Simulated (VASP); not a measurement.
Here is a VASP 6.6.1 calculation.

File POSCAR:

```
BP
1.0
    0.0000000000      2.2639174542      2.2639174542
    2.2639174542      0.0000000000      2.2639174542
    2.2639174542      2.2639174542      0.0000000000
B P
1 1
Direct
    0.0000000000      0.0000000000      0.0000000000
    0.7500000000      0.7500000000      0.7500000000
```

The input INCAR.step1:

```
SYSTEM = BP
PREC     = Accurate       ! precision mode
ENCUT    = 520            ! plane-wave cutoff, eV
ISMEAR   = 0              ! smearing method
SIGMA    = 0.01           ! smearing width, eV
LREAL    = .False.        ! projectors in reciprocal space
LASPH    = .True.         ! aspherical terms in the spheres
NELM     = 60             ! most SCF steps
NBANDS   = 11             ! bands
GGA      = PE             ! functional
ALGO     = Normal         ! electronic algorithm
EDIFF    = 1E-4           ! SCF threshold, eV
LWAVE    = .True.         ! write WAVECAR
LCHARG   = .False.        ! write CHGCAR
```

The input INCAR.step2:

```
SYSTEM = BP
PREC     = Accurate       ! precision mode
ENCUT    = 520            ! plane-wave cutoff, eV
EDIFF    = 1E-7           ! SCF threshold, eV
ISMEAR   = 0              ! smearing method
SIGMA    = 0.01           ! smearing width, eV
LREAL    = .False.        ! projectors in reciprocal space
LASPH    = .True.         ! aspherical terms in the spheres
NELM     = 60             ! most SCF steps
ALGO     = Normal         ! electronic algorithm
ISIF     = 2              ! what is computed and relaxed
LWAVE    = .False.        ! write WAVECAR
LCHARG   = .True.         ! write CHGCAR
METAGGA  = R2SCAN         ! meta-GGA
LMIXTAU  = .True.       
LELF     = .True.         ! ELF
LVHAR    = .True.       
NBANDS   = 11             ! bands
ISTART   = 1
```

File KPOINTS:

```
regular mesh
0
Gamma
  8 8 8
  0 0 0
```

Potentials or basis: VASP PAW PBE potentials, release 64 (B, P).

Run with:

```console
$ cat potpaw_PBE.64/B/POTCAR potpaw_PBE.64/P/POTCAR > POTCAR
$ cp INCAR.step1 INCAR
$ mpirun -np 1 vasp_std > vasp.out
$ cp INCAR.step2 INCAR
$ mpirun -np 1 vasp_std > vasp.out
```

Q: Predict the pressure.

A: 0.5 GPa.

Q: Estimate the band gap on the k mesh.

A: 1.47 eV, indirect (least direct gap 3.65 eV).

Caveat: the PAW data sets were made with another functional, which shifts forces and pressure a little. A k mesh can miss the band edges.
